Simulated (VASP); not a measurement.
A run of VASP 6.6.1 is set up as follows.

Contents of INCAR:

```
PREC = Accurate ; ENCUT = 520
EDIFF = 1E-7 ; ISMEAR = -1
SIGMA = 0.02 ; LREAL = False
LASPH = True ; NELM = 80
ALGO = Normal ; ISIF = 2
LWAVE = False ; LCHARG = True
GGA = PE ; LELF = True
LVHAR = True ; NBANDS = 21
```

Contents of KPOINTS:

```
regular mesh
0
Gamma
  6 6 6
```

The input POSCAR:

```
Sn
1.0
    0.0000000000      3.2480022753      3.2480022753
    3.2480022753      0.0000000000      3.2480022753
    3.2480022753      3.2480022753      0.0000000000
Sn
2
Direct
    0.0000000000      0.0000000000      0.0000000000
    0.2500000000      0.2500000000      0.2500000000
```

Potentials or basis: VASP PAW PBE potentials, release 64 (Sn_d).

Command:

```sh
$ cat potpaw_PBE.64/Sn_d/POTCAR > POTCAR
$ mpirun -np 1 vasp_std > vasp.out
```

Problem. Estimate the band gap on the k mesh.

Solution. Zero (band 14 reaches 5.70 eV, above the bottom of band 15 at 5.60 eV).

Problem. Predict the pressure.

Solution. 3.1 GPa.

Caveat: the cell differs from its parent crystal (strain -1.1%); spin-orbit coupling is left out, which moves the levels of the heavy elements.
